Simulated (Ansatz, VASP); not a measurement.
**In: VASP beside Ansatz**

```
CELL_PARAMETERS angstrom
5.87075 0.00000 0.00000
0.00000 5.87075 0.00000
0.00000 0.00000 5.87075
ATOMIC_POSITIONS crystal
In 0.00000 0.00000 0.00000
In 0.50000 0.50000 0.50000
In 0.25000 0.00000 0.50000
In 0.75000 0.00000 0.50000
In 0.50000 0.25000 0.00000
In 0.50000 0.75000 0.00000
In 0.00000 0.50000 0.25000
In 0.00000 0.50000 0.75000
```

Alike in both runs: functional LDA; k mesh 5 × 5 × 5; occupations fermi-dirac, width 0.1 eV; no spin polarisation.

Ansatz relaxed the structure, and its values are those at the end. VASP's run is a single point on that final structure, the one shown.

|  | VASP | Ansatz |
| --- | --- | --- |
| version | VASP 6.6.1 | Ansatz 0.2.0 |
| potentials or method | VASP PAW LDA potentials, release 64 (In_d), cutoff 520 eV | plane waves (420 eV) with PAW, scalar-relativistic |
| valence electrons in the cell | 104 | 104 |

```csv
,VASP,Ansatz,Ansatz less VASP
pressure (GPa),0.0,0.0,-0.03
```

Ansatz warns that its potentials were made for another functional, while VASP's fit it. LDA's correlation is that of Perdew and Zunger in VASP and of Perdew and Wang (1992) in Ansatz.
